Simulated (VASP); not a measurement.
# AgCl (P1) in VASP: single point with PBE

Aim: the single point of AgCl with PBE.

All numbers are computed with VASP 6.6.1; they aren't measurements. Logs are shortened: lines on timing, memory, paths and dates and some standing lists are left out, and cuts for length are marked.

## 1. The cell of the first run

The typed cell holds 4 atoms: a = 3.905 Å, b = 3.895 Å, c = 5.461 Å, α = 89.65°, β = 91.22°, γ = 89.31°.

## 2. Single point, PBE

Input file INCAR:

```
PREC = Accurate
ENCUT = 520
EDIFF = 1E-6
ISMEAR = -1
SIGMA = 0.1
LREAL = False
LASPH = True
NELM = 80
ALGO = Normal
ISIF = 2
LWAVE = False
LCHARG = False
GGA = PE
NBANDS = 26
```

Input file KPOINTS:

```
Automatic mesh
0
Gamma
  5 5 4
  0.5 0.5 0.5
```

Input file POSCAR:

```
AgCl
1.0
   -2.7441540000     -0.0413730000      2.7773710000
    2.7375450000      0.0118490000      2.7707620000
    0.0532230000      5.4602360000     -0.0295240000
Ag Cl
2 2
Direct
    0.9418470000      0.9648560000      0.9942830000
    0.4898960000      0.4276070000      0.5292890000
    0.0572410000      0.9837400000      0.4967930000
    0.5584390000      0.5266410000      0.9667630000
```

Potentials or basis: VASP PAW PBE potentials, release 64 (Ag, Cl).

Launch:

```sh
cat potpaw_PBE.64/Ag/POTCAR potpaw_PBE.64/Cl/POTCAR > POTCAR
mpirun -np 1 vasp_std > vasp.out
```

OUTCAR:

```text
PREC = Accurate
   ENCUT = 520
   EDIFF = 1E-6
   ISMEAR = -1
   LREAL = False
   LASPH = True
   NELM = 80
   ISIF = 2
   GGA = PE

 ion  position               nearest neighbor table
   1  0.942  0.965  0.994-   4 2.29   4 2.64   3 2.76   3 2.77   4 2.94   2 3.53
   2  0.490  0.428  0.529-   4 2.43   3 2.44   3 2.73   3 2.80   4 3.11   3 3.12   1 3.53
   3  0.057  0.984  0.497-   2 2.44   2 2.73   1 2.76   1 2.77   2 2.80   2 3.12
   4  0.558  0.527  0.967-   1 2.29   2 2.43   1 2.64   1 2.94   2 3.11

  LATTYP: Found a triclinic cell.
 ALAT       =     6.7265508286
 B/A-ratio  =     1.7358350284
 C/A-ratio  =     0.5790560681
 COS(alpha) =     0.0016379028
 COS(beta)  =     0.5839642162
 COS(gamma) =     0.7660284923

  Lattice vectors:

 A1 = (  -2.7907680000,  -5.4720850000,  -2.7412380000)
 A2 = (  -2.8506000000, -10.9618450000,   2.8364190000)
 A3 = (  -2.7375450000,  -0.0118490000,  -2.7707620000)

Analysis of symmetry for initial positions (statically):
=====================================================================
 Subroutine PRICEL returns:
 Original cell was already a primitive cell.

 Routine SETGRP: Setting up the symmetry group for a
 triclinic supercell.

 Subroutine GETGRP returns: Found  1 space group operations
 (whereof  1 operations were pure point group operations)
 out of a pool of  2 trial point group operations.

The static configuration has the point symmetry C_1 .

Analysis of symmetry for dynamics (positions and initial velocities):
=====================================================================
 Subroutine PRICEL returns:
 Original cell was already a primitive cell.

 Routine SETGRP: Setting up the symmetry group for a
 triclinic supercell.

 Subroutine GETGRP returns: Found  1 space group operations
 (whereof  1 operations were pure point group operations)
 out of a pool of  2 trial point group operations.

The dynamic configuration has the point symmetry C_1 .

 Subroutine INISYM returns: Found  1 space group operations
 (whereof  1 operations are pure point group operations),
 and found     1 'primitive' translations

----------------------------------------------------------------------------------------

                                     Primitive cell

  volume of cell :      83.0213

  direct lattice vectors                    reciprocal lattice vectors
    -2.744154000 -0.041373000  2.777371000    -0.182234828  0.002749796  0.180038365
     2.737545000  0.011849000  2.770762000     0.182650570 -0.000804633  0.180454106
     0.053223000  5.460236000 -0.029524000    -0.001777181  0.183164849  0.000972582

  length of vectors
     3.904597620  3.895050075  5.460575201     0.256185298  0.256759737  0.183176052

  position of ions in fractional coordinates (direct lattice)
     0.941847000  0.964856000  0.994283000
     0.489896000  0.427607000  0.529289000
     0.057241000  0.983740000  0.496793000
     0.558439000  0.526641000  0.966763000

  ion indices of the primitive-cell ions
   primitive index   ion index
                 1           1
                 2           2
                 3           3
                 4           4

----------------------------------------------------------------------------------------

 KPOINTS: Automatic mesh

Automatic generation of k-mesh.
 Grid dimensions read from file:
 generate k-points for:    5    5    4

 Generating k-lattice:

  Cartesian coordinates                     Fractional coordinates (reciprocal lattice)
    -0.036446966  0.000549959  0.036007673     0.200000000  0.000000000 -0.000000000
     0.036530114 -0.000160927  0.036090821     0.000000000  0.200000000 -0.000000000
    -0.000444295  0.045791212  0.000243145    -0.000000000  0.000000000  0.250000000

  Length of vectors
     0.051237060  0.051351947  0.045794013

  Shift w.r.t. Gamma in fractional coordinates (k-lattice)
     0.500000000  0.500000000  0.500000000

 Subroutine IBZKPT returns following result:
 ===========================================

 Found     50 irreducible k-points:

 Following reciprocal coordinates:
            Coordinates               Weight
  0.100000  0.100000  0.125000      2.000000
  0.300000  0.100000  0.125000      2.000000
  0.500000  0.100000  0.125000      2.000000
 -0.300000  0.100000  0.125000      2.000000
 -0.100000  0.100000  0.125000      2.000000
  0.100000  0.300000  0.125000      2.000000
[... 16 lines left out ...]
  0.500000 -0.100000  0.125000      2.000000
 -0.300000 -0.100000  0.125000      2.000000
 [... further k-points ...]
   k-points           NKPTS =     50   k-points in BZ     NKDIM =     50   number of bands    NBANDS=     26
   number of dos      NEDOS =    301   number of ions     NIONS =      4
   total plane-waves  NPLWV =  37800
   dimension x,y,z NGX =    30 NGY =   30 NGZ =   42
   dimension x,y,z NGXF=    60 NGYF=   60 NGZF=   84
   ions per type =               2   2
   NGX,Y,Z   is equivalent  to a cutoff of  12.77, 12.80, 12.79 a.u.
   NGXF,Y,Z  is equivalent  to a cutoff of  25.55, 25.61, 25.57 a.u.
 SYSTEM =  unknown system
   PREC   = accura    normal or accurate (medium, high low for compatibility)
   ISTART =      0    job   : 0-new  1-cont  2-samecut
   ICHARG =      2    charge: 1-file 2-atom 10-const
   ISPIN  =      1    spin polarized calculation?
   LNONCOLLINEAR =      F non collinear calculations
   LSORBIT =      F    spin-orbit coupling
   LASPH  =      T    aspherical Exc in radial PAW
   ENCUT  =  520.0 eV  38.22 Ry    6.18 a.u.   7.26  7.24 10.15*2*pi/ulx,y,z
   NELM   =     80;   NELMIN=  2; NELMDL= -5     # of ELM steps
   EDIFF  = 0.1E-05   stopping-criterion for ELM
   LREAL  =      F    real-space projection
   EDIFFG = 0.1E-04   stopping-criterion for IOM
   NSW    =      0    number of steps for IOM
   IBRION =     -1    ionic relax: 0-MD 1-quasi-New 2-CG
   NFREE  =      0    steps in history (QN), initial steepest desc. (CG)
   ISIF   =      2    stress and relaxation
   ISYM   =      2    0-nonsym 1-usesym 2-fastsym
   POTIM  = 0.5000    time-step for ionic-motion
   TEBEG  =    0.0;   TEEND  =   0.0 temperature during run
   PSTRESS=    0.0 pullay stress
   NELECT =      36.0000    total number of electrons
   NUPDOWN=      -1.0000    fix difference up-down
   EMIN   =  10.00;   EMAX   =-10.00  energy-range for DOS
   EFERMI =   0.00;   METHOD = LEGACY
   ISMEAR =    -1;   SIGMA  =   0.10  broadening in eV -4-tet -1-fermi 0-gaus
   EFERMI_NEDOS =   21; number of points for ismear=-14 and -15
   IALGO  =     38    algorithm
   IMIX   =      4    mixing-type and parameters
     AMIX     =   0.40;   BMIX     =  1.00
     AMIX_MAG =   1.60;   BMIX_MAG =  1.00
  volume/ion in A,a.u.               =      20.76       140.06
  Fermi-wavevector in a.u.,A,eV,Ry     =   1.239118  2.341593 20.890558  1.535413
  Thomas-Fermi vector in A             =   2.373614
   LORBIT       =      0    0 simple, 1 ext, 2 COOP (PROOUT), +10 PAW based schemes
   GGA     = PE    functional components
   LHFCALC =     F    Hartree Fock is set to
   AEXX    =    0.0000 exact exchange contribution
   IVDW    =     0    specifies the selected vdW correction
   LEPSILON=     F    determine dielectric tensor
   LRPA    =     F    only Hartree local field effects (RPA)
 non-spin polarized calculation
  energy-cutoff  :      520.00
  volume of cell :       83.02
 maximum number of plane-waves:      2251
 NGX is ok and might be reduce to    30
   NGX = 15   NGY = 15   NGZ = 21

 number of electron      35.9999992 magnetization

 Free energy of the ion-electron system (eV)
  ---------------------------------------------------
  ext. energy  EPLUGINS =         0.00000000
  ---------------------------------------------------
  free energy    TOTEN  =       -10.23579308 eV

  energy without entropy =      -10.23575466  energy(sigma->0) =      -10.23577387

 E-fermi :   5.1129     XC(G=0): -10.0574

 val. band max:        4.1889562268   @ k =  -0.3000  -0.1000   0.3750
 cond. band min:       5.9973434863   @ k =  -0.1000   0.1000   0.1250
 fundamental gap:      1.8083872595
 Fermi energy:         5.1129454233

 k-point     1 :       0.1000    0.1000    0.1250
  band No.  band energies     occupation
      1     -11.3221      2.00000
      2     -10.7684      2.00000
      3      -0.7765      2.00000
      4      -0.5367      2.00000
      5      -0.1539      2.00000
      6      -0.0028      2.00000
[... 18 lines left out ...]
     25      14.2298      0.00000
     26      14.9018      0.00000

 k-point     2 :       0.3000    0.1000    0.1250
  band No.  band energies     occupation
      1     -11.1826      2.00000
      2     -10.7341      2.00000
      3      -1.0870      2.00000
      4      -0.7306      2.00000
      5      -0.4707      2.00000
      6      -0.3355      2.00000
[... 18 lines left out ...]
     25      13.5334      0.00000
     26      13.7171      0.00000

 k-point     3 :       0.5000    0.1000    0.1250
  band No.  band energies     occupation
      1     -11.0873      2.00000
      2     -10.7199      2.00000
      3      -1.2219      2.00000
      4      -0.9237      2.00000
      5      -0.6484      2.00000
      6      -0.2645      2.00000
[... 18 lines left out ...]
     25      13.1511      0.00000
     26      13.3461      0.00000

 k-point     4 :      -0.3000    0.1000    0.1250
  band No.  band energies     occupation
      1     -11.1882      2.00000
      2     -10.7306      2.00000
      3      -0.9473      2.00000
      4      -0.5804      2.00000
      5      -0.5083      2.00000
      6      -0.2070      2.00000
[... 18 lines left out ...]
     25      13.6313      0.00000
     26      13.9925      0.00000

 k-point     5 :      -0.1000    0.1000    0.1250
  band No.  band energies     occupation
      1     -11.3249      2.00000
      2     -10.7669      2.00000
      3      -0.7138      2.00000
      4      -0.5139      2.00000
      5      -0.0615      2.00000
      6       0.1198      2.00000
[... 18 lines left out ...]
     25      14.4632      0.00000
     26      15.0916      0.00000

 k-point     6 :       0.1000    0.3000    0.1250
  band No.  band energies     occupation
      1     -11.1825      2.00000
      2     -10.7281      2.00000
      3      -1.1287      2.00000
      4      -0.7211      2.00000
      5      -0.4674      2.00000
      6      -0.1062      2.00000
[... 427 lines left out ...]
 k-point    21 :       0.1000   -0.1000    0.1250
  band No.  band energies     occupation
      1     -11.3218      2.00000
      2     -10.7706      2.00000
      3      -0.7408      2.00000
      4      -0.4263      2.00000
      5      -0.0917      2.00000
      6       0.0923      2.00000
[... 18 lines left out ...]
     25      14.3982      0.00000
     26      15.0515      0.00000

 k-point    22 :       0.3000   -0.1000    0.1250
  band No.  band energies     occupation
      1     -11.1825      2.00000
      2     -10.7370      2.00000
      3      -0.9031      2.00000
      4      -0.6574      2.00000
      5      -0.5434      2.00000
      6      -0.1952      2.00000
[... 18 lines left out ...]
     25      13.5953      0.00000
     26      14.0231      0.00000

 k-point    23 :       0.5000   -0.1000    0.1250
  band No.  band energies     occupation
      1     -11.0875      2.00000
      2     -10.7197      2.00000
      3      -1.2264      2.00000
      4      -0.9427      2.00000
      5      -0.6685      2.00000
      6      -0.1855      2.00000
[... 18 lines left out ...]
     25      13.1527      0.00000
     26      13.3583      0.00000

 k-point    24 :      -0.3000   -0.1000    0.1250
  band No.  band energies     occupation
      1     -11.1878      2.00000
      2     -10.7284      2.00000
      3      -1.1077      2.00000
      4      -0.7239      2.00000
      5      -0.4267      2.00000
      6      -0.2624      2.00000
[... 18 lines left out ...]
     25      13.4819      0.00000
     26      13.8024      0.00000

 [... further k-points ...]
[... 5 lines left out ...]
  --------------------------------------------------------------------------------------
  -------------------------------------------------------------------------------------
  Total        2.0132551      3.3992909      7.2283462     -0.0134638      0.9931916      0.5941439
  in kB       38.8526015     65.6008725    139.4955109     -0.2598297     19.1670083     11.4660271
  external PRESSURE =      81.3163283 kB  Pullay stress =       0.0000000 kB

 VOLUME and BASIS-vectors are now :
 -----------------------------------------------------------------------------
  energy-cutoff  :      520.00
  volume of cell :       83.02
      direct lattice vectors                 reciprocal lattice vectors
    -2.744154000 -0.041373000  2.777371000    -0.182234828  0.002749796  0.180038365
     2.737545000  0.011849000  2.770762000     0.182650570 -0.000804633  0.180454106
     0.053223000  5.460236000 -0.029524000    -0.001777181  0.183164849  0.000972582

 POSITION                                       TOTAL-FORCE (eV/Angst)
 -----------------------------------------------------------------------------------
      0.10968      5.40149      5.25989        -0.053731      0.284709      1.730656
     -0.14559      2.87484      2.52979        -0.069894     -0.859955      0.521184
      2.56240      2.72190      2.87002         0.072277     -0.404927     -0.642786
     -0.03929      5.26189      2.98165         0.051348      0.980172     -1.609054
 -----------------------------------------------------------------------------------
    total drift:                                0.000549      0.000340      0.000279

  FREE ENERGIE OF THE ION-ELECTRON SYSTEM (eV)
  ---------------------------------------------------
  free  energy   TOTEN  =       -10.2357930835 eV

  energy  without entropy=      -10.2357546582  energy(sigma->0) =      -10.23577387
```

It took 57 s on 1 thread of Intel Xeon Platinum 8375C at 2.90GHz (Ice Lake), shared host; peak memory 0.23 GiB.

Results:

```yaml
Free_energy: -10.2358 eV
Pressure: 8.1 GPa
Largest_force: 1.885 eV/Å
Band_gap_on_the_k_mesh: 1.81 eV, indirect (least direct gap 2.42 eV)
```

Forces on the atoms (eV/Å):
```
Ag  -0.054  0.285  1.731
Ag  -0.070 -0.860  0.521
Cl   0.072 -0.405 -0.643
Cl   0.051  0.980 -1.609
```

Caveat: forces of over 1 eV/Å act on the atoms, so gaps and moduli don't describe the material at rest. A k mesh can miss the band edges.
